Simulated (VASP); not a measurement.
AlN: single point with PBEsol

The system is AlN.

```
Al N
1.0
     0.00000    2.23965    2.16316
     2.16316    0.00000    2.16316
     2.16316    2.23965    0.00000
Al N
1 1
Direct
  0.99549 0.00451 0.00451
  0.75868 0.74132 0.74132
```

This cell differs from its parent crystal: mode 4 frozen in at -0.038 Å, strain +e along z and -e/2 along x and y +0.0233.

```yaml
Program: VASP 6.6.1
Task: single point
Functional: PBEsol
Potentials_or_basis: VASP PAW PBE potentials, release 64 (Al, N)
Cutoff: 520 eV
k_mesh: 10 × 10 × 10
Occupations: gaussian, width 0.05 eV
Spin: no spin polarisation
Dipole_correction: no
Further_INCAR_settings: ALGO = Normal; EDIFF = 1e-07; NBANDS = 11
```

```yaml
Pressure: 0.4 GPa
Largest_force: 0.803 eV/Å
Band_gap_on_the_k_mesh: 2.99 eV, indirect (least direct gap 3.93 eV)
```

Forces in eV/Å, atoms in the order of the input:
```
Al  -0.803  0.000  0.000
N    0.803  0.000  0.000
```

Stress tensor (GPa, compression positive):
```
 1.64  0.00  0.00
 0.00 -2.71 -3.97
 0.00 -3.97  2.27
```

Levels at points of the mesh, in eV from the valence-band top:
| k point | band 1 | band 2 | band 3 | band 4 | band 5 | band 6 | band 7 | band 8 | band 9 |
| --- | --- | --- | --- | --- | --- | --- | --- | --- | --- |
| (0.00, 0.00, 0.00) | -15.07 | -0.34 | -0.09 | 0.00 | 3.93 | 12.25 | 12.27 | 12.30 | 16.75 |
| (0.50, 0.00, 0.00) | -13.01 | -5.98 | -0.88 | -0.46 | 7.06 | 9.60 | 10.62 | 11.14 | 17.52 |
| (0.00, 0.50, 0.00) | -12.99 | -6.07 | -0.71 | -0.45 | 6.99 | 9.55 | 10.59 | 11.25 | 17.54 |
| (0.50, 0.50, 0.00) | -12.31 | -4.96 | -2.02 | -2.01 | 2.99 | 8.10 | 13.82 | 14.81 | 15.84 |
| (0.00, 0.50, 0.50) | -12.31 | -4.96 | -2.13 | -1.92 | 3.00 | 8.13 | 13.82 | 14.79 | 15.83 |
| (0.50, 0.00, 0.50) | -12.46 | -5.29 | -1.73 | -1.73 | 3.16 | 8.63 | 13.22 | 15.60 | 15.62 |

Run time: 42 s on 1 thread of Intel(R) Xeon(R) Platinum 8259CL CPU @ 2.50GHz (Skylake/Cascade Lake) (shared host), peak memory 0.18 GiB.

Caveat: the cell differs from its parent crystal (mode 4 frozen in at -0.038 Å, strain +e along z and -e/2 along x and y +0.0233); the PAW data sets were made with another functional, which shifts forces and pressure a little. A k mesh can miss the band edges.
